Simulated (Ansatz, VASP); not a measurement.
**One calculation of Rb, two programs**

Contents of INCAR:

```
ALGO = Normal
EDIFF = 1E-6
ENCUT = 520
GGA = PE
ISIF = 2
ISMEAR = -1
LASPH = True
LCHARG = False
LREAL = False
LWAVE = False
NBANDS = 10
NELM = 80
PREC = Accurate
SIGMA = 0.6
```

Contents of KPOINTS:

```
k-points
0
Gamma
  8 8 8
```

POSCAR

```
Rb
1.0
   -2.8359049291      2.8359049291      2.8359049291
    2.8359049291     -2.8359049291      2.8359049291
    2.8359049291      2.8359049291     -2.8359049291
Rb
1
Direct
    0.0000000000      0.0000000000      0.0000000000
```

Input for Ansatz:

```yaml
crystal:
  lattice:
    - [-2.8359049291, 2.8359049291, 2.8359049291]
    - [2.8359049291, -2.8359049291, 2.8359049291]
    - [2.8359049291, 2.8359049291, -2.8359049291]
  atoms:
    - { symbol: Rb, position: [0.0, 0.0, 0.0] }
hamiltonian:
  xc: pbe
  pseudopotentials:
    kind: paw
    azcp:
      Rb: "pseudopotentials/Rb.paw.azcp"
basis:
  ecutwfc: 420
  fft_grid_basis: typed
kpoints:
  mp_grid: { grid: [8, 8, 8], shift: [0, 0, 0] }
magnetization:
  spin_polarized: false
scf:
  occupations: { method: fermi_dirac, width: 0.6 }
  lower_state_search: "off"
output:
  stress: true
```

Alike in both runs: task single point; functional PBE; k mesh 8 × 8 × 8; occupations fermi-dirac, width 0.6 eV; no spin polarisation.

|  | VASP | Ansatz |
| --- | --- | --- |
| version | VASP 6.6.1 | Ansatz 0.2.0 |
| potentials or method | VASP PAW PBE potentials, release 64 (Rb_sv), cutoff 520 eV | plane waves (420 eV) with PAW, scalar-relativistic |
| valence electrons in the cell | 9 | 9 |

|  | VASP | Ansatz | Ansatz less VASP |
| --- | --- | --- | --- |
| pressure (GPa) | 0.3 | 0.3 | 0.00 |

With one functional, cell and mesh, what is left measures potentials, basis and numerics.
